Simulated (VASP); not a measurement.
A run of VASP 6.6.1:

The input INCAR:

```
SYSTEM = SiC
PREC = Accurate
ENCUT = 520
EDIFF = 1E-6
ISMEAR = -1
SIGMA = 0.05
LREAL = Auto
LASPH = .TRUE.
NELM = 200
ALGO = Normal
ISIF = 2
LWAVE = .FALSE.
LCHARG = .FALSE.
ISPIN = 2
MAGMOM = 0 0 0 0 0 0 0 0 0 0 0 0 0 0 0 0 0 0 0 0 0 0 0 0 0 0 0.333 0.333 0 0 0 0.333 0 0 0 0 0 0 0 0 0 0 0 0 0 0 0 0 0 0 0 0 0 0 0 0 0 0 0 0 0 0 0 0 0 0 0 0 0 0 0 0 0.333 0 0 0.333 0.333 0 0 0 0 0 0 0 0 0 0 0 0 0 0 0 0 0
LORBIT = 11
GGA = PS
ISYM = 0
NBANDS = 245
GGA_COMPAT = .FALSE.
NCORE = 4
```

File KPOINTS:

```
Automatic mesh
0
Gamma
  1 1 1
  0.25 0.25 0.25
```

The input POSCAR:

```
SiC
1.0
    9.2342040000      0.0000000000      0.0000000000
    0.0000000000     10.6627400000      0.0000000000
    0.0000000000      0.0000000000     10.0759470000
Si C
47 47
Direct
    0.0003640000      0.9995320000      0.4993350000
    0.3338530000      0.9990540000      0.4987210000
    0.1690930000      0.2517410000      0.4983940000
    0.0033780000      0.5010330000      0.4985650000
    0.6672810000      0.0001840000      0.4992820000
    0.4985470000      0.2520480000      0.4983550000
    0.1680250000      0.7472400000      0.4983910000
    0.8339100000      0.2507660000      0.4989580000
    0.6636370000      0.5002420000      0.4982780000
    0.4996920000      0.7474650000      0.4982980000
    0.8336690000      0.7499260000      0.4985270000
    0.0009520000      0.1670130000      0.2505230000
    0.3337280000      0.1666380000      0.2497770000
    0.1676270000      0.4170370000      0.2513800000
    0.0005110000      0.6665340000      0.2494910000
    0.6666000000      0.1671420000      0.2506170000
    0.4997770000      0.4169870000      0.2516870000
    0.3337140000      0.6658220000      0.2511350000
    0.1671130000      0.9158380000      0.2502580000
    0.8337660000      0.4172320000      0.2508340000
    0.6668360000      0.6665070000      0.2495550000
    0.5003540000      0.9159610000      0.2503430000
    0.8336700000      0.9168640000      0.2498910000
    0.1678900000      0.0837400000      0.7499860000
    0.9998420000      0.3332880000      0.7500010000
    0.4990410000      0.0840120000      0.7500240000
    0.3337910000      0.3336480000      0.7530890000
    0.1663400000      0.5833360000      0.7533000000
    0.0005290000      0.8323320000      0.7500190000
    0.8337980000      0.0828420000      0.7500840000
    0.6674970000      0.3327490000      0.7500140000
    0.5007280000      0.5828840000      0.7532500000
    0.3335530000      0.8335360000      0.7498660000
    0.8332010000      0.5843110000      0.7501710000
    0.6664810000      0.8327860000      0.7500540000
    0.0004160000      0.9999610000      0.0001360000
    0.3335970000      0.0001730000      0.0003760000
    0.1662220000      0.2498440000      0.0003610000
    0.9995670000      0.4994400000      0.0003080000
    0.6668690000      0.0000740000      0.0001760000
    0.5010690000      0.2498230000      0.0004600000
    0.3335230000      0.4999730000      0.0023760000
    0.1671360000      0.7505850000      0.0002690000
    0.8336630000      0.2497320000      0.0007290000
    0.6676280000      0.4993480000      0.0004800000
    0.5000680000      0.7506520000      0.0002810000
    0.8335280000      0.7499940000      0.0002100000
    0.0006550000      0.0000460000      0.1873430000
    0.3337360000      0.9995670000      0.1874580000
    0.1675680000      0.2499820000      0.1865070000
    0.0003940000      0.5002580000      0.1863830000
    0.6668630000      0.0001410000      0.1873830000
    0.5000190000      0.2498840000      0.1865650000
    0.3337670000      0.4998670000      0.1874070000
    0.1668730000      0.7495520000      0.1863200000
    0.8338020000      0.2501940000      0.1879280000
    0.6671090000      0.5002740000      0.1865270000
    0.5006150000      0.7496180000      0.1863540000
    0.8336840000      0.7501880000      0.1871120000
    0.0012780000      0.9995230000      0.6871600000
    0.3335530000      0.9999830000      0.6867900000
    0.1681590000      0.2529990000      0.6868940000
    0.0027300000      0.5001210000      0.6870940000
    0.6659930000      0.0003740000      0.6871170000
    0.4990630000      0.2529370000      0.6868810000
    0.1692210000      0.7473190000      0.6868120000
    0.8339210000      0.2496840000      0.6870980000
    0.6646630000      0.4986460000      0.6867550000
    0.4980570000      0.7474490000      0.6868180000
    0.8334670000      0.7500810000      0.6865960000
    0.0007560000      0.1658860000      0.4386550000
    0.3338020000      0.1655090000      0.4376900000
    0.1563550000      0.4113080000      0.4331070000
    0.9998770000      0.6671130000      0.4373670000
    0.6671780000      0.1664560000      0.4386610000
    0.5111330000      0.4111300000      0.4329890000
    0.3338480000      0.6776820000      0.4326570000
    0.1664230000      0.9160790000      0.4383270000
    0.8339070000      0.4180880000      0.4390910000
    0.6675650000      0.6669070000      0.4374990000
    0.5014420000      0.9164450000      0.4384310000
    0.8336520000      0.9164900000      0.4379140000
    0.1671010000      0.0834990000      0.9374870000
    0.0000760000      0.3332120000      0.9376710000
    0.5000930000      0.0835100000      0.9375670000
    0.3336570000      0.3340760000      0.9384020000
    0.1675210000      0.5829230000      0.9384260000
    0.0003500000      0.8330670000      0.9374660000
    0.8337000000      0.0831660000      0.9379950000
    0.6671940000      0.3331210000      0.9377140000
    0.4997350000      0.5829010000      0.9384010000
    0.3336050000      0.8334990000      0.9375040000
    0.8334800000      0.5833760000      0.9371710000
    0.6668220000      0.8331910000      0.9374370000
```

Potentials or basis: VASP PAW PBE potentials, release 64 (Si, C).

Run with:

```console
$ cat potpaw_PBE.64/Si/POTCAR potpaw_PBE.64/C/POTCAR > POTCAR
$ mpirun -np 4 vasp_std > vasp.out
```

Hardware: 4 MPI ranks on Intel(R) Xeon(R) Platinum 8259CL CPU @ 2.50GHz (Skylake/Cascade Lake) (shared host).

**Question.** How long does it take, and how much memory?

**Answer.** Wall time 22 min on 4 MPI ranks on Intel(R) Xeon(R) Platinum 8259CL CPU @ 2.50GHz (Skylake/Cascade Lake) (shared host), peak memory 0.6 GiB a rank. Counts: scf iterations 18, k points 4.
